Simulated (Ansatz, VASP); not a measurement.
**One calculation of Sb, two programs**

INCAR

```
SYSTEM = Sb
  PREC = Accurate
  ENCUT = 600
  EDIFF = 1E-6
  ISMEAR = -1
  SIGMA = 0.1
  LREAL = .FALSE.
  LASPH = .TRUE.
  NELM = 60
  ALGO = Normal
  ISIF = 3
  LWAVE = .FALSE.
  LCHARG = .FALSE.
  GGA = PS
  IBRION = 2
  NSW = 80
  EDIFFG = -0.05
```

The input KPOINTS:

```
regular mesh
0
G
  10 10 10
  0 0 0
```

Contents of POSCAR:

```
Sb
1.0
   -1.7250000000      1.7250000000      1.7250000000
    1.7250000000     -1.7250000000      1.7250000000
    1.7250000000      1.7250000000     -1.7250000000
Sb
1
Direct
    0.0000000000      0.0000000000      0.0000000000
```

Input for Ansatz:

```yaml
crystal:
  lattice:
    - [-1.725, 1.725, 1.725]
    - [1.725, -1.725, 1.725]
    - [1.725, 1.725, -1.725]
  atoms:
    - { symbol: Sb, position: [0.0, 0.0, 0.0] }
basis:
  ecutwfc: 470.0
kpoints:
  mp_grid:
    grid: [10, 10, 10]
hamiltonian:
  xc: pbesol
  dispersion: none
scf:
  occupations:
    method: fermi_dirac
relax:
  f_tol: 0.05
  cell: {}
```

Alike in both runs: task relaxation of cell and atoms; functional PBEsol; k mesh 10 × 10 × 10; no spin polarisation.

|  | VASP | Ansatz |
| --- | --- | --- |
| version | VASP 6.6.1 | Ansatz 0.2.0 |
| potentials or method | VASP PAW PBE potentials, release 64 (Sb), cutoff 600 eV | plane waves, PAW |
| occupations | fermi-dirac, width 0.1 eV | fermi-dirac |
| valence electrons in the cell | 5 | 15 |

|  | VASP | Ansatz | Ansatz less VASP |
| --- | --- | --- | --- |
| relaxed volume (Å³/atom) | 26.23 | 26.19 | -0.037 |
| relaxed cell length with the largest relative difference (Å) | 3.242 | 3.240 | -0.0015 |

VASP's potentials were made for PBE, not for PBEsol. VASP's potentials hold 5 valence electrons a cell and Ansatz's 15, so a difference there can come from the potentials and not from the codes.

Neither program's run includes spin-orbit coupling. Noted on VASP's run: the volume moved by over 15 % at a fixed basis, so the end points are rough.
